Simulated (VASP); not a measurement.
# Fe (Im-3m) in VASP: a series of runs

The runs below take Fe through single point, with r2SCAN.

All numbers are computed with VASP 6.6.1; they aren't measurements. Logs are shortened: lines on timing, memory, paths and dates and some standing lists are left out, and cuts for length are marked.

**1. The cell of the first run**

It takes space group Im-3m (No. 229, cubic). The conventional cell has a = 2.869 Å, b = 2.869 Å, c = 2.869 Å, α = 90.00°, β = 90.00°, γ = 90.00°. Fe (site symmetry m-3m) has 14 Fe at 2.48 to 2.87 Å within 3.3 Å.

**2. Single point, r2SCAN, collinear spin, ferromagnetic start**

POSCAR

```
Fe
1.0
   -1.4345540696      1.4345540696      1.4345540696
    1.4345540696     -1.4345540696      1.4345540696
    1.4345540696      1.4345540696     -1.4345540696
Fe
1
Direct
    0.0000000000      0.0000000000      0.0000000000
```

INCAR.step1

```
SYSTEM = Fe
PREC = Accurate
ENCUT = 520
ISMEAR = 0
SIGMA = 0.6
LREAL = .FALSE.
LASPH = .TRUE.
NELM = 150
ISPIN = 2
MAGMOM = 2.804
LMAXMIX = 4
NBANDS = 14
GGA = PE
ALGO = Normal
EDIFF = 1E-4
LWAVE = .TRUE.
LCHARG = .FALSE.
```

INCAR.step2

```
SYSTEM = Fe
PREC = Accurate
ENCUT = 520
EDIFF = 1E-6
ISMEAR = 0
SIGMA = 0.6
LREAL = .FALSE.
LASPH = .TRUE.
NELM = 150
ALGO = Normal
ISIF = 2
LWAVE = .FALSE.
LCHARG = .FALSE.
ISPIN = 2
MAGMOM = 2.804
LORBIT = 11
LMAXMIX = 4
METAGGA = R2SCAN
LMIXTAU = .TRUE.
NBANDS = 14
ISTART = 1
```

KPOINTS

```
Automatic mesh
0
G
  15 15 15
  0 0 0
```

Potentials or basis: VASP PAW PBE potentials, release 64 (Fe).

Command:

```console
cat potpaw_PBE.64/Fe/POTCAR > POTCAR
cp INCAR.step1 INCAR
mpirun -np 1 vasp_std > vasp.out
cp INCAR.step2 INCAR
mpirun -np 1 vasp_std > vasp.out
```

OUTCAR:

```text
SYSTEM = Fe
   PREC = Accurate
   ENCUT = 520
   EDIFF = 1E-6
   ISMEAR = 0
   LREAL = .FALSE.
   LASPH = .TRUE.
   NELM = 150
   ISIF = 2
   ISPIN = 2
   LORBIT = 11
   METAGGA = R2SCAN
   ISTART = 1

 ion  position               nearest neighbor table
   1  0.000  0.000  0.000-

  LATTYP: Found a body centered cubic cell.
 ALAT       =     2.8691081392

  Lattice vectors:

 A1 = (  -1.4345540696,   1.4345540696,   1.4345540696)
 A2 = (   1.4345540696,  -1.4345540696,   1.4345540696)
 A3 = (   1.4345540696,   1.4345540696,  -1.4345540696)

Analysis of symmetry for initial positions (statically):
=====================================================================
 Subroutine PRICEL returns:
 Original cell was already a primitive cell.

 Routine SETGRP: Setting up the symmetry group for a
 body centered cubic supercell.

 Subroutine GETGRP returns: Found 48 space group operations
 (whereof 48 operations were pure point group operations)
 out of a pool of 48 trial point group operations.

The static configuration has the point symmetry O_h .

Analysis of symmetry for dynamics (positions and initial velocities):
=====================================================================
 Subroutine PRICEL returns:
 Original cell was already a primitive cell.

 Routine SETGRP: Setting up the symmetry group for a
 body centered cubic supercell.

 Subroutine GETGRP returns: Found 48 space group operations
 (whereof 48 operations were pure point group operations)
 out of a pool of 48 trial point group operations.

The dynamic configuration has the point symmetry O_h .

Analysis of structural, dynamic, and magnetic symmetry:
=====================================================================
 Subroutine PRICEL returns:
 Original cell was already a primitive cell.

 Routine SETGRP: Setting up the symmetry group for a
 body centered cubic supercell.

 Subroutine GETGRP returns: Found 48 space group operations
 (whereof 48 operations were pure point group operations)
 out of a pool of 48 trial point group operations.

The overall configuration has the point symmetry O_h .

 Subroutine INISYM returns: Found 48 space group operations
 (whereof 48 operations are pure point group operations),
 and found     1 'primitive' translations

----------------------------------------------------------------------------------------

                                     Primitive cell

  volume of cell :      11.8089

  direct lattice vectors                    reciprocal lattice vectors
    -1.434554070  1.434554070  1.434554070     0.000000000  0.348540366  0.348540366
     1.434554070 -1.434554070  1.434554070     0.348540366  0.000000000  0.348540366
     1.434554070  1.434554070 -1.434554070     0.348540366  0.348540366  0.000000000

  length of vectors
     2.484720535  2.484720535  2.484720535     0.492910512  0.492910512  0.492910512

  position of ions in fractional coordinates (direct lattice)
     0.000000000  0.000000000  0.000000000

  ion indices of the primitive-cell ions
   primitive index   ion index
                 1           1

----------------------------------------------------------------------------------------

 KPOINTS: Automatic mesh

Automatic generation of k-mesh.
 Grid dimensions read from file:
 generate k-points for:   15   15   15

 Generating k-lattice:

  Cartesian coordinates                     Fractional coordinates (reciprocal lattice)
     0.000000000  0.023236024  0.023236024     0.066666667  0.000000000  0.000000000
     0.023236024  0.000000000  0.023236024     0.000000000  0.066666667  0.000000000
     0.023236024  0.023236024  0.000000000     0.000000000  0.000000000  0.066666667

  Length of vectors
     0.032860701  0.032860701  0.032860701

  Shift w.r.t. Gamma in fractional coordinates (k-lattice)
     0.000000000  0.000000000  0.000000000

 Subroutine IBZKPT returns following result:
 ===========================================

 Found    120 irreducible k-points:

 Following reciprocal coordinates:
            Coordinates               Weight
  0.000000  0.000000  0.000000      1.000000
  0.066667  0.000000  0.000000     12.000000
  0.133333  0.000000  0.000000     12.000000
  0.200000  0.000000  0.000000     12.000000
  0.266667  0.000000  0.000000     12.000000
  0.333333  0.000000  0.000000     12.000000
[... 16 lines left out ...]
  0.333333  0.200000  0.000000     48.000000
  0.400000  0.200000  0.000000     24.000000
 [... further k-points ...]
   k-points           NKPTS =    120   k-points in BZ     NKDIM =    120   number of bands    NBANDS=     14
   number of dos      NEDOS =    301   number of ions     NIONS =      1
   total plane-waves  NPLWV =   5832
   dimension x,y,z NGX =    18 NGY =   18 NGZ =   18
   dimension x,y,z NGXF=    36 NGYF=   36 NGZF=   36
   ions per type =               1
   NGX,Y,Z   is equivalent  to a cutoff of  12.04, 12.04, 12.04 a.u.
   NGXF,Y,Z  is equivalent  to a cutoff of  24.09, 24.09, 24.09 a.u.
 SYSTEM =  Fe
   PREC   = accura    normal or accurate (medium, high low for compatibility)
   ISTART =      1    job   : 0-new  1-cont  2-samecut
   ICHARG =      0    charge: 1-file 2-atom 10-const
   ISPIN  =      2    spin polarized calculation?
   LNONCOLLINEAR =      F non collinear calculations
   LSORBIT =      F    spin-orbit coupling
   LASPH  =      T    aspherical Exc in radial PAW
   ENCUT  =  520.0 eV  38.22 Ry    6.18 a.u.   4.62  4.62  4.62*2*pi/ulx,y,z
   NELM   =    150;   NELMIN=  2; NELMDL=  0     # of ELM steps
   EDIFF  = 0.1E-05   stopping-criterion for ELM
   LREAL  =      F    real-space projection
   EDIFFG = 0.1E-04   stopping-criterion for IOM
   NSW    =      0    number of steps for IOM
   IBRION =     -1    ionic relax: 0-MD 1-quasi-New 2-CG
   NFREE  =      0    steps in history (QN), initial steepest desc. (CG)
   ISIF   =      2    stress and relaxation
   ISYM   =      2    0-nonsym 1-usesym 2-fastsym
   POTIM  = 0.5000    time-step for ionic-motion
   TEBEG  =    0.0;   TEEND  =   0.0 temperature during run
   PSTRESS=    0.0 pullay stress
   NELECT =       8.0000    total number of electrons
   NUPDOWN=      -1.0000    fix difference up-down
   EMIN   =  10.00;   EMAX   =-10.00  energy-range for DOS
   EFERMI =   0.00;   METHOD = LEGACY
   ISMEAR =     0;   SIGMA  =   0.60  broadening in eV -4-tet -1-fermi 0-gaus
   EFERMI_NEDOS =   21; number of points for ismear=-14 and -15
   IALGO  =     38    algorithm
   IMIX   =      4    mixing-type and parameters
     AMIX     =   0.40;   BMIX     =  1.00
     AMIX_MAG =   1.60;   BMIX_MAG =  1.00
  volume/ion in A,a.u.               =      11.81        79.69
  Fermi-wavevector in a.u.,A,eV,Ry     =   1.437809  2.717065 28.127258  2.067295
  Thomas-Fermi vector in A             =   2.556846
   LORBIT       =     11    0 simple, 1 ext, 2 COOP (PROOUT), +10 PAW based schemes
   METAGGA = R2SCAN    functional components
   LHFCALC =     F    Hartree Fock is set to
   AEXX    =    0.0000 exact exchange contribution
   IVDW    =     0    specifies the selected vdW correction
   LEPSILON=     F    determine dielectric tensor
   LRPA    =     F    only Hartree local field effects (RPA)
 spin polarized calculation
 Gauss-broadening in eV      SIGMA  =   0.60
  energy-cutoff  :      520.00
  volume of cell :       11.81
 maximum number of plane-waves:       333
   NGX =  9   NGY =  9   NGZ =  9

 number of electron       7.9999996 magnetization       2.6625379

 Free energy of the ion-electron system (eV)
  ---------------------------------------------------
  ext. energy  EPLUGINS =         0.00000000
  ---------------------------------------------------
  free energy    TOTEN  =       -14.42597517 eV

  energy without entropy =      -14.29344187  energy(sigma->0) =      -14.35970852

 E-fermi :   5.5494     XC(G=0): -14.0014

 val. band max:        5.5472748946   @ k =  -0.1333   0.2000   0.0667
 cond. band min:       5.5506774143   @ k =   0.1333   0.0667   0.0000
 fundamental gap:      0.0034025198
 Fermi energy:         5.5493829938

 spin component 1

 k-point     1 :       0.0000    0.0000    0.0000
  band No.  band energies     occupation
      1      -3.0601      1.00000
      2       2.4112      1.00000
      3       2.4113      1.00000
      4       2.4113      1.00000
      5       3.5929      1.00000
      6       3.5929      1.00000
      7      31.0310      0.00000
      8      31.0310      0.00000
      9      31.0310      0.00000
     10      35.8519      0.00000
     11      35.8519      0.00000
     12      37.5317      0.00000
     13      37.5317      0.00000
     14      37.5324      0.00000
[... 375 lines left out ...]
 k-point    24 :       0.4000    0.2000    0.0000
  band No.  band energies     occupation
      1       0.7635      1.00000
      2       1.5407      1.00000
      3       2.6169      1.00000
      4       3.6353      1.00000
      5       4.1190      0.99963
      6       8.9908      0.00000
      7      12.5713      0.00000
      8      18.0561      0.00000
      9      24.7009      0.00000
     10      31.8258      0.00000
     11      36.6636      0.00000
     12      39.5103      0.00000
     13      43.3860      0.00000
     14      50.0007      0.00000

 [... further k-points ...]

 spin component 2

 k-point     1 :       0.0000    0.0000    0.0000
  band No.  band energies     occupation
      1      -3.6203      1.00000
      2       5.8054      0.27307
      3       5.8055      0.27304
      4       5.8055      0.27303
      5       8.0413      0.00000
      6       8.0413      0.00000
      7      30.7182      0.00000
      8      30.7182      0.00000
      9      30.7182      0.00000
     10      36.4961      0.00000
     11      36.4961      0.00000
     12      39.3025      0.00000
     13      39.3025      0.00000
     14      39.3030      0.00000
[... 375 lines left out ...]
 k-point    24 :       0.4000    0.2000    0.0000
  band No.  band energies     occupation
      1       2.8475      1.00000
      2       4.3382      0.99785
      3       4.5055      0.99306
      4       7.8090      0.00000
      5       8.3060      0.00000
      6      10.8758      0.00000
      7      14.5885      0.00000
      8      19.1306      0.00000
      9      25.7253      0.00000
     10      32.4847      0.00000
     11      37.2753      0.00000
     12      40.9907      0.00000
     13      45.5626      0.00000
     14      50.8905      0.00000

 [... further k-points ...]
[... 5 lines left out ...]
  --------------------------------------------------------------------------------------
  -------------------------------------------------------------------------------------
  Total       -0.0176641     -0.0176641     -0.0176641      0.0000000      0.0000000     -0.0000000
  in kB       -2.3965802     -2.3965802     -2.3965802      0.0000000      0.0000000     -0.0000000
  external PRESSURE =      -2.3965802 kB  Pullay stress =       0.0000000 kB

 VOLUME and BASIS-vectors are now :
 -----------------------------------------------------------------------------
  energy-cutoff  :      520.00
  volume of cell :       11.81
      direct lattice vectors                 reciprocal lattice vectors
    -1.434554070  1.434554070  1.434554070     0.000000000  0.348540366  0.348540366
     1.434554070 -1.434554070  1.434554070     0.348540366  0.000000000  0.348540366
     1.434554070  1.434554070 -1.434554070     0.348540366  0.348540366  0.000000000

 POSITION                                       TOTAL-FORCE (eV/Angst)
 -----------------------------------------------------------------------------------
      0.00000      0.00000      0.00000        -0.000000      0.000000     -0.000000
 -----------------------------------------------------------------------------------
    total drift:                                0.000000      0.000000      0.000000

  FREE ENERGIE OF THE ION-ELECTRON SYSTEM (eV)
  ---------------------------------------------------
  free  energy   TOTEN  =       -14.4259751740 eV

  energy  without entropy=      -14.2934418704  energy(sigma->0) =      -14.35970852

 total charge

# of ion       s       p       d       tot
------------------------------------------
    1        0.479   0.546   6.170   7.195

 magnetization (x)

# of ion       s       p       d       tot
------------------------------------------
    1       -0.010  -0.104   2.839   2.724
```

Run time: 2.1 min. Hardware: 1 thread of Intel Xeon Platinum 8259CL at 2.50GHz (Skylake/Cascade Lake), shared host; peak memory 0.15 GiB.

What came out:

| Item | Value |
| --- | --- |
| Free energy | -14.4260 eV |
| Pressure | -0.2 GPa |
| Net moment | 2.66 μB per cell |
| Site moments | Fe +2.72 μB |
| Valence electrons inside the program's atomic spheres | Fe 7.20 |

Levels at points of the mesh, in eV from the Fermi level:
Spin up:
| k point | band 1 | band 2 | band 3 | band 4 | band 5 | band 6 | band 7 | band 8 | band 9 | band 10 |
| --- | --- | --- | --- | --- | --- | --- | --- | --- | --- | --- |
| (0.00, 0.00, 0.00) | -8.61 | -3.14 | -3.14 | -3.14 | -1.96 | -1.96 | 25.48 | 25.48 | 25.48 | 30.30 |
Spin down:
| k point | band 1 | band 2 | band 3 | band 4 | band 5 | band 6 | band 7 |
| --- | --- | --- | --- | --- | --- | --- | --- |
| (0.00, 0.00, 0.00) | -9.17 | 0.26 | 0.26 | 0.26 | 2.49 | 2.49 | 25.17 |

Caveat: the PAW data sets were made with another functional, which shifts forces and pressure a little.

**3. Single point, r2SCAN, collinear spin, ferromagnetic start**

POSCAR is that of step 2.

INCAR.step1

```
SYSTEM = Fe
ALGO     = Normal         ! electronic algorithm
EDIFF    = 1E-4           ! SCF threshold, eV
ENCUT    = 520            ! plane-wave cutoff, eV
GGA      = PE             ! functional
ISMEAR   = 0              ! smearing method
ISPIN    = 2              ! spin polarisation
LASPH    = .TRUE.         ! aspherical terms in the spheres
LCHARG   = .FALSE.        ! write CHGCAR
LMAXMIX  = 4              ! l up to which the mixer works
LREAL    = .FALSE.        ! projectors in reciprocal space
LWAVE    = .TRUE.         ! write WAVECAR
MAGMOM   = 2.804          ! initial moments
NBANDS   = 14             ! bands
NELM     = 150            ! most SCF steps
PREC     = Accurate       ! precision mode
SIGMA    = 1.0            ! smearing width, eV
```

INCAR.step2

```
SYSTEM = Fe
ALGO     = Normal         ! electronic algorithm
EDIFF    = 1E-7           ! SCF threshold, eV
ENCUT    = 520            ! plane-wave cutoff, eV
ISIF     = 2              ! what is computed and relaxed
ISMEAR   = 0              ! smearing method
ISPIN    = 2              ! spin polarisation
ISTART   = 1            
LASPH    = .TRUE.         ! aspherical terms in the spheres
LCHARG   = .TRUE.         ! write CHGCAR
LELF     = .TRUE.         ! ELF
LMAXMIX  = 4              ! l up to which the mixer works
LMIXTAU  = .TRUE.       
LORBIT   = 11             ! projections on sites
LREAL    = .FALSE.        ! projectors in reciprocal space
LVHAR    = .TRUE.       
LWAVE    = .FALSE.        ! write WAVECAR
MAGMOM   = 2.804          ! initial moments
METAGGA  = R2SCAN         ! meta-GGA
NBANDS   = 14             ! bands
NELM     = 150            ! most SCF steps
PREC     = Accurate       ! precision mode
SIGMA    = 1.0            ! smearing width, eV
```

KPOINTS

```
k-points
0
G
  15 15 15
  0 0 0
```

Potentials or basis: VASP PAW PBE potentials, release 64 (Fe).

Command:

```console
cat potpaw_PBE.64/Fe/POTCAR > POTCAR
cp INCAR.step1 INCAR
mpirun -np 1 vasp_std > vasp.out
cp INCAR.step2 INCAR
mpirun -np 1 vasp_std > vasp.out
```

OUTCAR:

```text
SYSTEM = Fe
   EDIFF = 1E-7
   ENCUT = 520
   ISIF = 2
   ISMEAR = 0
   ISPIN = 2
   ISTART = 1
   LASPH = .TRUE.
   LORBIT = 11
   LREAL = .FALSE.
   METAGGA = R2SCAN
   NELM = 150
   PREC = Accurate

 ion  position               nearest neighbor table
   1  0.000  0.000  0.000-

  LATTYP: Found a body centered cubic cell.
 ALAT       =     2.8691081392

  Lattice vectors:
[... 1017 lines left out ...]
     13      45.5491      0.00000
     14      50.9001      0.00000

 [... further k-points ...]
[... 5 lines left out ...]
  --------------------------------------------------------------------------------------
  -------------------------------------------------------------------------------------
  Total        0.0689968      0.0689968      0.0689968      0.0000000      0.0000000      0.0000000
  in kB        9.3611472      9.3611472      9.3611472      0.0000000      0.0000000      0.0000000
  external PRESSURE =       9.3611472 kB  Pullay stress =       0.0000000 kB

 VOLUME and BASIS-vectors are now :
 -----------------------------------------------------------------------------
  energy-cutoff  :      520.00
  volume of cell :       11.81
      direct lattice vectors                 reciprocal lattice vectors
    -1.434554070  1.434554070  1.434554070     0.000000000  0.348540366  0.348540366
     1.434554070 -1.434554070  1.434554070     0.348540366  0.000000000  0.348540366
     1.434554070  1.434554070 -1.434554070     0.348540366  0.348540366  0.000000000

 POSITION                                       TOTAL-FORCE (eV/Angst)
 -----------------------------------------------------------------------------------
      0.00000      0.00000      0.00000         0.000000      0.000000      0.000000
 -----------------------------------------------------------------------------------
    total drift:                                0.000000      0.000000      0.000000

  FREE ENERGIE OF THE ION-ELECTRON SYSTEM (eV)
  ---------------------------------------------------
  free  energy   TOTEN  =       -14.5481070316 eV

  energy  without entropy=      -14.1492365544  energy(sigma->0) =      -14.34867179

 total charge

# of ion       s       p       d       tot
------------------------------------------
    1        0.482   0.546   6.169   7.197

 magnetization (x)

# of ion       s       p       d       tot
------------------------------------------
    1       -0.008  -0.089   2.786   2.689
```

Run time: 2.5 min. Hardware: 1 thread of Intel Xeon Platinum 8259CL at 2.50GHz (Skylake/Cascade Lake), shared host; peak memory 0.15 GiB.

What came out:

```
Free energy                                           : -14.5481 eV
Pressure                                              : 0.9 GPa
Net moment                                            : 2.64 μB per cell
Site moments                                          : Fe +2.69 μB
Valence electrons inside the program's atomic spheres : Fe 7.20
```

Levels at points of the mesh, in eV from the Fermi level:
Spin up:
| k point | band 2 | band 3 | band 4 | band 5 | band 6 | band 7 | band 8 | band 9 |
| --- | --- | --- | --- | --- | --- | --- | --- | --- |
| (0.00, 0.00, 0.00) | -3.22 | -3.22 | -3.22 | -2.06 | -2.06 | 25.33 | 25.33 | 25.33 |
Spin down:
```csv
k point,band 1,band 2,band 3,band 4,band 5,band 6,band 7,band 8
"(0.00, 0.00, 0.00)",-9.25,0.08,0.08,0.08,2.36,2.36,25.08,25.08
```

Caveat: the PAW data sets were made with another functional, which shifts forces and pressure a little.
